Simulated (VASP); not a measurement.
Ta: single point with PBE

Ta:

```
Ta
1.0
    -1.65843    1.65843    1.65843
     1.65843   -1.65843    1.65843
     1.65843    1.65843   -1.65843
Ta
1
Direct
  0.00000 0.00000 0.00000
```

```json
{
  "Program": "VASP 6.6.1",
  "Task": "single point",
  "Functional": "PBE",
  "Potentials or basis": "VASP PAW PBE potentials, release 64 (Ta_pv)",
  "Cutoff": "520 eV",
  "k mesh": "11 × 11 × 11",
  "Occupations": "fermi-dirac, width 0.05 eV",
  "Spin": "no spin polarisation",
  "Dipole correction": "no",
  "Further INCAR settings": "ALGO = Normal; EDIFF = 1e-07; NBANDS = 12"
}
```

```yaml
Pressure: 0.1 GPa
```

Levels at points of the mesh, in eV from the Fermi level:
| k point | band 1 | band 2 | band 3 | band 4 | band 5 | band 6 | band 7 | band 8 | band 9 | band 10 |
| --- | --- | --- | --- | --- | --- | --- | --- | --- | --- | --- |
| (0.00, 0.00, 0.00) | -33.11 | -33.11 | -33.11 | -7.86 | 0.74 | 0.74 | 0.74 | 3.97 | 3.97 | 14.66 |

Wall time 33 s on 1 thread of AMD EPYC 7R13 (shared host), peak memory 0.11 GiB.

Caveat: spin-orbit coupling is left out, which moves the levels of the heavy elements.
